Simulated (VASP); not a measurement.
Set up this calculation in VASP 6.6.1, as the native input.

| Quantity | Value |
| --- | --- |
| Task | single point |
| Functional | r2SCAN |
| Potentials or basis | VASP PAW PBE potentials, release 64 (Fe, Co) |
| Cutoff | 660 eV |
| k mesh | 10 × 10 × 10 |
| Occupations | gaussian, width 0.1 eV |
| Spin | collinear spin, ferromagnetic start |
| Starting moments | [3.06, 3.06, 3.06, 3.13, 3.13, 3.13, 3.13, 2.18] μB |
| Dipole correction | no |
| Further INCAR settings | ALGO = Normal; EDIFF = 1e-06; NBANDS = 46 |

Fe7Co:

```
Fe Co
1.0
    -2.85057    2.85057    2.85057
     2.85057   -2.85057    2.85057
     2.85057    2.85057   -2.85057
Fe Co
7 1
Cartesian
  2.8506 0.0000 0.0000
  0.0000 0.0000 2.8506
  0.0000 2.8506 0.0000
  1.4253 1.4253 -1.4253
  1.4253 -1.4253 1.4253
  -1.4253 1.4253 1.4253
  1.4253 1.4253 1.4253
  0.0000 0.0000 0.0000
```

One way to write it, as run:

POSCAR

```
Fe7Co
1.0
   -2.8505674914      2.8505674914      2.8505674914
    2.8505674914     -2.8505674914      2.8505674914
    2.8505674914      2.8505674914     -2.8505674914
Fe Co
7 1
Direct
    0.0000000000      0.5000000000      0.5000000000
    0.5000000000      0.5000000000      0.0000000000
    0.5000000000      0.0000000000      0.5000000000
    0.0000000000      0.0000000000      0.5000000000
    0.0000000000      0.5000000000      0.0000000000
    0.5000000000      0.0000000000      0.0000000000
    0.5000000000      0.5000000000      0.5000000000
    0.0000000000      0.0000000000      0.0000000000
```

INCAR.step1

```
PREC = Accurate
ENCUT = 660
ISMEAR = 0
SIGMA = 0.1
LREAL = False
LASPH = True
NELM = 200
ISPIN = 2
MAGMOM = 3.06 3.06 3.06 3.13 3.13 3.13 3.13 2.18
LMAXMIX = 4
NBANDS = 46
GGA = PE
ALGO = Normal
EDIFF = 1E-5
LWAVE = True
LCHARG = False
GGA_COMPAT = False
KPAR = 4
```

INCAR.step2

```
PREC = Accurate
ENCUT = 660
EDIFF = 1E-6
ISMEAR = 0
SIGMA = 0.1
LREAL = False
LASPH = True
NELM = 200
ALGO = Normal
ISIF = 2
LWAVE = False
LCHARG = False
ISPIN = 2
MAGMOM = 3.06 3.06 3.06 3.13 3.13 3.13 3.13 2.18
LORBIT = 11
LMAXMIX = 4
METAGGA = R2SCAN
LMIXTAU = True
NBANDS = 46
ISTART = 1
GGA_COMPAT = False
KPAR = 4
```

KPOINTS

```
Automatic mesh
0
Gamma
  10 10 10
```

Potentials or basis: VASP PAW PBE potentials, release 64 (Fe, Co).

Run with:

```console
$ cat potpaw_PBE.64/Fe/POTCAR potpaw_PBE.64/Co/POTCAR > POTCAR
$ cp INCAR.step1 INCAR
$ mpirun -np 4 vasp_std > vasp.out
$ cp INCAR.step2 INCAR
$ mpirun -np 4 vasp_std > vasp.out
```

It gave:

```
Pressure                                              : -0.3 GPa
Net moment                                            : 20.19 μB per cell
Site moments                                          : Fe +2.65, +2.74 (each value once); Co +1.82 μB
Valence electrons inside the program's atomic spheres : Fe 7.24, 7.21 (each value once); Co 8.25
```

Caveat: the highest band is partly filled, so the run has too few bands; the PAW data sets were made with another functional, which shifts forces and pressure a little.

It took 6.7 min on 4 MPI ranks on Intel(R) Xeon(R) 6975P-C (Granite Rapids), with other jobs on the host, peak memory 0.62 GiB a rank.
